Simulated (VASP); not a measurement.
# H3CCl in VASP: further runs, part 2 of 2

VASP 6.6.1.

**3. Relaxation of the atoms, PBE+D3(BJ)**

Contents of INCAR:

```
SYSTEM = H3CCl
PREC = Accurate ; ENCUT = 520
EDIFF = 1E-6 ; ISMEAR = -1
SIGMA = 0.05 ; LREAL = Auto
LASPH = .TRUE. ; NELM = 100
ALGO = Normal ; ISIF = 2
LWAVE = .FALSE. ; LCHARG = .FALSE.
GGA = PE ; IVDW = 12
IBRION = 2 ; NSW = 35
EDIFFG = -0.3
```

Contents of KPOINTS:

```
Automatic mesh
0
G
  1 1 1
  0 0 0
```

Contents of POSCAR:

```
H3CCl
1.0
    8.3815160000      0.0000000000      0.0000000000
    0.0000000000      8.3815160000      0.0000000000
    0.0000000000      0.0000000000      8.3815160000
C Cl H
8 8 24
Direct
    0.1597786000      0.0942413000      0.6729404000
    0.1634573000      0.6100898000      0.8587088000
    0.8460520000      0.1105686000      0.0750632000
    0.6761187000      0.6437836000      0.4204504000
    0.2831271000      0.4889812000      0.3389188000
    0.5415283000      0.5370651000      0.8864959000
    0.2725078000      0.1311060000      0.2942007000
    0.7882423000      0.3389415000      0.7315955000
    0.3486441000      0.0526579000      0.7599337000
    0.1094777000      0.6311454000      1.0626943000
    0.7579053000      0.0716316000      0.2639581000
    0.6841266000      0.7690506000      0.5913634000
    0.2810411000      0.4524313000      0.5477894000
    0.5321839000      0.6336153000      1.0750641000
    0.3835485000     -0.0335166000      0.2197927000
    0.7179340000      0.1434211000      0.7739710000
    0.1547002000      0.2200981000      0.6414947000
    0.1454428000      0.0212472000      0.5665409000
    0.0666950000      0.0661480000      0.7589678000
    0.2461575000      0.7050181000      0.8270257000
    0.2199901000      0.4944442000      0.8418369000
    0.0563773000      0.6182653000      0.7857599000
    0.8383806000      0.2378071000      0.0504454000
    0.9703823000      0.0733258000      0.0781386000
    0.7818976000      0.0437656000     -0.0159099000
    0.5605066000      0.5848319000      0.4168361000
    0.6922405000      0.7165312000      0.3141377000
    0.7708393000      0.5553723000      0.4285731000
    0.2884576000      0.6171028000      0.3186465000
    0.3873474000      0.4314315000      0.2871438000
    0.1748185000      0.4401803000      0.2865523000
    0.4389015000      0.5730949000      0.8156148000
    0.6513205000      0.5720337000      0.8266845000
    0.5399290000      0.4085566000      0.9048677000
    0.2029399000      0.1822387000      0.1972457000
    0.1934987000      0.0894603000      0.3884223000
    0.3549435000      0.2196766000      0.3412553000
    0.6887824000      0.4114051000      0.6902276000
    0.8384201000      0.3900315000      0.8398846000
    0.8794034000      0.3318499000      0.6394333000
```

Potentials or basis: VASP PAW PBE potentials, release 64 (C, Cl, H).

Run with:

```
$ cat potpaw_PBE.64/C/POTCAR potpaw_PBE.64/Cl/POTCAR potpaw_PBE.64/H/POTCAR > POTCAR
$ mpirun -np 1 vasp_gam > vasp.out
```

OUTCAR:

```text
SYSTEM = H3CCl
   PREC = Accurate
   ENCUT = 520
   EDIFF = 1E-6
   ISMEAR = -1
   LREAL = Auto
   LASPH = .TRUE.
   NELM = 100
   ISIF = 2
   GGA = PE
   IVDW = 12
   IBRION = 2
   NSW = 35
   EDIFFG = -0.3
 IVDW          = 12

 ion  position               nearest neighbor table
   1  0.160  0.094  0.673-  19 1.09  18 1.09  17 1.09   9 1.78
   2  0.163  0.610  0.859-  22 1.09  21 1.09  20 1.09  10 1.78
   3  0.846  0.111  0.075-  24 1.09  23 1.09  25 1.09  11 1.78
   4  0.676  0.644  0.420-  27 1.09  26 1.09  28 1.09  12 1.78
   5  0.283  0.489  0.339-  30 1.09  29 1.09  31 1.09  13 1.78
   6  0.542  0.537  0.886-  34 1.09  33 1.09  32 1.09  14 1.78
   7  0.273  0.131  0.294-  36 1.09  35 1.09  37 1.09  15 1.78
   8  0.788  0.339  0.732-  40 1.09  39 1.09  38 1.09  16 1.78
   9  0.349  0.053  0.760-   1 1.78
  10  0.109  0.631  0.063-   2 1.78
  11  0.758  0.072  0.264-   3 1.78
  12  0.684  0.769  0.591-   4 1.78
  13  0.281  0.452  0.548-   5 1.78
  14  0.532  0.634  0.075-   6 1.78
[... 24 lines left out ...]
  39  0.838  0.390  0.840-   8 1.09
  40  0.879  0.332  0.639-   8 1.09

  LATTYP: Found a simple cubic cell.
 ALAT       =     8.3815160000

  Lattice vectors:

 A1 = (   8.3815160000,   0.0000000000,   0.0000000000)
 A2 = (   0.0000000000,   8.3815160000,   0.0000000000)
 A3 = (   0.0000000000,   0.0000000000,   8.3815160000)

Analysis of symmetry for initial positions (statically):
=====================================================================
 Subroutine PRICEL returns:
 Original cell was already a primitive cell.

[... 221 lines left out ...]

  energy without entropy =     -177.61015148  energy(sigma->0) =     -177.61015148

------------------------ aborting loop because EDIFF is reached ----------------------------------------

 Edisp (eV)   -2.20159

 E8    (eV) :    -0.5835
[... 219 lines left out ...]
  FREE ENERGIE OF THE ION-ELECTRON SYSTEM (eV)
  ---------------------------------------------------
  free  energy   TOTEN  =      -180.0793080675 eV

  energy  without entropy=     -180.0793080674  energy(sigma->0) =     -180.07930807

[... ionic steps 4 to 15 ...]

--------------------------------------- Ionic step       16  -------------------------------------------

 number of electron     112.0000002 magnetization

------------------------ aborting loop because EDIFF is reached ----------------------------------------
[... 151 lines left out ...]
--------------------------------------- Ionic step       18  -------------------------------------------

 number of electron     112.0000003 magnetization

 Free energy of the ion-electron system (eV)
  ---------------------------------------------------
  ext. energy  EPLUGINS =         0.00000000
  ---------------------------------------------------
  free energy    TOTEN  =      -179.03211486 eV

  energy without entropy =     -179.03211486  energy(sigma->0) =     -179.03211486

 E-fermi :  -1.3074     XC(G=0):  -6.6775

 val. band max:       -2.5707547905   @ k =   0.0000   0.0000   0.0000
 cond. band min:       2.7184868423   @ k =   0.0000   0.0000   0.0000
 fundamental gap:      5.2892416328
 Fermi energy:        -1.3074171575

 k-point     1 :       0.0000    0.0000    0.0000
  band No.  band energies     occupation
      1     -17.6064      2.00000
      2     -17.4107      2.00000
      3     -17.3262      2.00000
      4     -17.2692      2.00000
      5     -17.2019      2.00000
      6     -17.1200      2.00000
[... 60 lines left out ...]
     67       4.5111      0.00000
     68       4.7393      0.00000
 [bands above 68 left out]

------------------------ aborting loop because EDIFF is reached ----------------------------------------

 Edisp (eV)   -2.18305

 E8    (eV) :    -0.5766
[... 63 lines left out ...]
  FREE ENERGIE OF THE ION-ELECTRON SYSTEM (eV)
  ---------------------------------------------------
  free  energy   TOTEN  =      -181.2151698220 eV

  energy  without entropy=     -181.2151698220  energy(sigma->0) =     -181.21516982

 reached required accuracy - stopping structural energy minimisation
```

OSZICAR:

```text
N       E                     dE             d eps       ncg     rms          rms(c)
DAV:   1     0.925465407738E+03    0.92547E+03   -0.53803E+04   154   0.129E+03
DAV:   2    -0.730538601394E+02   -0.99852E+03   -0.95961E+03   228   0.265E+02
DAV:   3    -0.190589310545E+03   -0.11754E+03   -0.11684E+03   188   0.100E+02
[... 187 lines left out ...]
DAV:   3    -0.179032224426E+03    0.33567E-03   -0.14555E-03   188   0.155E-01    0.167E-01
DAV:   4    -0.179032107883E+03    0.11654E-03   -0.83850E-04   188   0.972E-02    0.468E-02
DAV:   5    -0.179032116887E+03   -0.90045E-05   -0.13515E-04   188   0.388E-02    0.260E-02
DAV:   6    -0.179032115836E+03    0.10512E-05   -0.77867E-06   188   0.993E-03    0.166E-02
DAV:   7    -0.179032114858E+03    0.97782E-06   -0.51066E-06   188   0.787E-03
  18 F= -.18121517E+03 E0= -.18121517E+03  d E =-.228894E-01
```

Run time: 16 min. Hardware: 1 thread of Intel Xeon Platinum 8259CL at 2.50GHz (Skylake/Cascade Lake), shared host; peak memory 0.63 GiB.

What came out:

* Free energy: -181.2152 eV
* Energy gained by relaxing: 35.1 meV/atom
* Ionic steps: 18
* Pressure after relaxing: 0.6 GPa
* Largest force after relaxing: 0.289 eV/Å
* Band gap on the k mesh: 5.29 eV
* Dispersion energy per atom: -0.055 eV

Forces in eV/Å, atoms in the order of the input:
```
C    0.004 -0.029  0.015
C   -0.071  0.044  0.059
C    0.055 -0.064  0.141
C    0.063  0.000 -0.007
C   -0.024  0.010 -0.003
C    0.045 -0.085  0.083
C    0.046  0.013 -0.048
C   -0.105 -0.051 -0.086
Cl  -0.037  0.005  0.026
Cl  -0.203  0.028 -0.067
Cl   0.003  0.029 -0.129
Cl   0.184 -0.024  0.149
Cl   0.021 -0.044  0.028
Cl   0.017 -0.071 -0.195
Cl  -0.086  0.042  0.050
Cl   0.158  0.146  0.029
H   -0.056 -0.025 -0.031
H   -0.027 -0.054  0.043
H   -0.071 -0.029  0.091
H   -0.062  0.053  0.074
H   -0.076 -0.002  0.056
H   -0.047  0.016 -0.066
H   -0.024  0.085 -0.066
H   -0.013 -0.041 -0.100
H   -0.050  0.009  0.066
H   -0.024  0.028  0.024
H    0.045  0.108 -0.023
H    0.087 -0.049 -0.071
H   -0.025  0.077  0.029
H   -0.022  0.024 -0.058
H   -0.081 -0.002 -0.010
H    0.128  0.002  0.036
H   -0.080 -0.045  0.054
H    0.009  0.132 -0.012
H    0.089 -0.032  0.016
H    0.008  0.048 -0.078
H   -0.040 -0.100  0.022
H    0.153 -0.244  0.019
H    0.089  0.121 -0.054
H    0.019 -0.027 -0.007
```

Stress tensor (GPa, compression positive):
```
 0.43 -0.10 -0.32
-0.10  0.24  0.18
-0.32  0.18  1.02
```

Step by step:
| step | energy change (eV) | largest force (eV/Å) | pressure (GPa) |
| --- | --- | --- | --- |
| 1 | 0.0000 | 1.9630 | 2.04 |
| 2 | -0.2489 | 1.1491 | 1.71 |
| 3 | -0.2676 | 1.4928 | 1.62 |
| 4 | -0.4037 | 0.9147 | 1.53 |
| 5 | -0.5452 | 1.0798 | 1.32 |
| 6 | -0.6447 | 0.6856 | 1.29 |
| 7 | -0.6970 | 0.8546 | 1.28 |
| 8 | -0.7967 | 0.6269 | 1.11 |
| 9 | -0.9659 | 1.0411 | 0.60 |
| 10 | -1.1000 | 0.6536 | 0.54 |
| 11 | -1.1231 | 1.4075 | 0.52 |
| 12 | -1.2056 | 1.0833 | 0.61 |
| 13 | -1.2855 | 0.8847 | 0.82 |
| 14 | -1.3386 | 0.5297 | 0.82 |
| 15 | -1.3416 | 0.8001 | 0.83 |
| 16 | -1.3737 | 0.3417 | 0.74 |
| 17 | -1.3805 | 0.4895 | 0.68 |
| 18 | -1.4034 | 0.2889 | 0.56 |

Final structure:
```
CELL_PARAMETERS angstrom
8.38152 0.00000 0.00000
0.00000 8.38152 0.00000
0.00000 0.00000 8.38152
ATOMIC_POSITIONS crystal
C 0.14425 0.08318 0.68662
C 0.14340 0.61777 0.85569
C 0.85679 0.10477 0.10018
C 0.68573 0.64782 0.42344
C 0.28324 0.50161 0.34185
C 0.54426 0.53987 0.88976
C 0.27216 0.12032 0.28415
C 0.80085 0.33638 0.69863
Cl 0.33592 0.05395 0.77353
Cl 0.05774 0.64976 0.04788
Cl 0.79265 0.08651 0.30349
Cl 0.70606 0.76920 0.59648
Cl 0.30045 0.46526 0.55103
Cl 0.53106 0.64328 0.07437
Cl 0.36045 0.94213 0.21033
Cl 0.72201 0.13839 0.68302
H 0.13916 0.20666 0.64498
H 0.13036 0.00076 0.58645
H 0.05159 0.06006 0.77511
H 0.23142 0.71141 0.83221
H 0.20047 0.50052 0.85488
H 0.04802 0.62209 0.76716
H 0.84250 0.22949 0.06593
H 0.98271 0.07024 0.09566
H 0.78480 0.02699 0.02390
H 0.56768 0.59342 0.42516
H 0.70049 0.72324 0.31873
H 0.77734 0.55545 0.42654
H 0.28226 0.63024 0.32093
H 0.38629 0.44763 0.28358
H 0.17291 0.44752 0.29925
H 0.44510 0.57605 0.81337
H 0.65628 0.57617 0.83444
H 0.54020 0.41082 0.91255
H 0.21618 0.18362 0.18424
H 0.18209 0.08904 0.37302
H 0.36597 0.19355 0.33794
H 0.70917 0.42189 0.66060
H 0.83207 0.35589 0.82373
H 0.90595 0.34617 0.62196
```

Levels at points of the mesh, in eV from the valence-band top:
| k point | band 53 | band 54 | band 55 | band 56 | band 57 | band 58 | band 59 | band 60 |
| --- | --- | --- | --- | --- | --- | --- | --- | --- |
| (0.00, 0.00, 0.00) | -0.24 | -0.13 | -0.07 | 0.00 | 5.29 | 5.69 | 5.81 | 6.10 |

Caveat: the k points lie up to 0.75 Å⁻¹ apart; the relaxation stopped at a loose force limit of 0.3 eV/Å, so its end isn't a converged minimum.
